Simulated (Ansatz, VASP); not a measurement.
## SnSe in VASP and in Ansatz

```
CELL_PARAMETERS angstrom
11.42000 0.00000 0.00000
0.00000 4.19000 0.00000
0.00000 0.00000 4.46000
ATOMIC_POSITIONS crystal
Sn 0.87700 0.75000 0.90900
Sn 0.62300 0.25000 0.40900
Sn 0.37700 0.75000 0.59100
Sn 0.12300 0.25000 0.09100
Se 0.64300 0.75000 0.98400
Se 0.85700 0.25000 0.48400
Se 0.14300 0.75000 0.51600
Se 0.35700 0.25000 0.01600
```

Alike in both runs: task band structure; functional PBE; k mesh 3 × 6 × 6; occupations fermi-dirac, width 0.05 eV; no spin polarisation.

```csv
,VASP,Ansatz
version,VASP 6.6.1,Ansatz 0.2.0
potentials or method,"VASP PAW PBE potentials, release 54 (Sn_d, Se)",Ansatz PAW
plane-wave cutoff (eV),520,420
valence electrons in the cell,80,120
```

|  | VASP | Ansatz | Ansatz less VASP |
| --- | --- | --- | --- |
| gap on the k mesh at the Fermi level (eV) | 0.54 | 0.54 | +0.005 |
| least direct gap on the mesh (eV) | 0.70 | 0.71 | +0.009 |
| gap along the band path (eV) | 0.54 | 0.58 | +0.045 |
| pressure (GPa) | 2.4 | 2.4 | -0.03 |
| traceless stress, the component that is largest in VASP (GPa) | 1.85 | 1.82 | -0.024 |
| rms of the force components (eV/Å) | 0.173 | 0.165 | -0.0074 |

Atom by atom the forces differ by 0.009 eV/Å (rms over components). The functional is the same, so the differences come from potentials, cutoffs and numerics. VASP's potentials hold 80 valence electrons a cell and Ansatz's 120, so a difference there can come from the potentials and not from the codes.
